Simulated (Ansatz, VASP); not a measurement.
## TaN in VASP and in Ansatz

```
Ta N
1.0
     0.00000    2.19953    2.19953
     2.19953    0.00000    2.19953
     2.19953    2.19953    0.00000
Ta N
1 1
Direct
  0.50000 0.50000 0.50000
  0.00000 0.00000 0.00000
```

Alike in both runs: functional r2SCAN; k mesh 6 × 6 × 6; occupations gaussian, width 0.1 eV; no spin polarisation.

Ansatz relaxed the structure, and its values are those at the end. VASP's run is a single point on that final structure, the one shown.

```csv
,VASP,Ansatz
version,VASP 6.6.1,Ansatz 0.2.0
potentials or method,"VASP PAW PBE potentials, release 64 (Ta_sv_GW, N), cutoff 660 eV","scalar-relativistic, plane waves, PAW"
valence electrons in the cell,18,18
```

|  | VASP | Ansatz | Ansatz less VASP |
| --- | --- | --- | --- |
| gap on the k mesh at the Fermi level (eV) | none | none | - |
| pressure (GPa) | -0.2 | -0.2 | +0.07 |

VASP's potentials were made for PBE, not for r2SCAN. A gap of «none» marks a metal or a gap that the smearing closes.

The k mesh is coarse, so the values compare programs but aren't converged. Neither program's run includes spin-orbit coupling.
